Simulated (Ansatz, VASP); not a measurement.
**InP: VASP beside Ansatz**

```
In P
1.0
     0.00000    2.88751    3.01842
     2.88751    0.00000    3.01842
     2.88751    2.88751    0.00000
In P
1 1
Direct
  0.00000 0.00000 0.00000
  0.75000 0.75000 0.75000
```

Change from the starting cell: z stretched by +3 % at fixed volume, PAW files.

Alike in both runs: task electric field gradients; functional PBE; k mesh 12 × 12 × 12; occupations fermi-dirac, width 0.05 eV; no spin polarisation.

|  | VASP | Ansatz |
| --- | --- | --- |
| version | VASP 6.6.1 | Ansatz 0.2.0 |
| potentials or method | VASP PAW PBE potentials, release 64 (In_d, P) | PAW with Ansatz's default frozen-core files, scalar-relativistic |
| plane-wave cutoff (eV) | 520 | 420 |
| valence electrons in the cell | 18 | 18 |

Ansatz gave:

| Quantity | Value |
| --- | --- |
| pressure (GPa) | 3.3 |
| traceless stress, the component that is largest in VASP (GPa) | -1.29 |
| size of Vzz on the site where it differs most (V/Å²) | 17.2 |

Q: What did VASP give for the same quantities?

A: Pressure (GPa): 3.2; traceless stress, the component that is largest in VASP (GPa): -1.29; size of Vzz on the site where it differs most (V/Å²): 15.5.
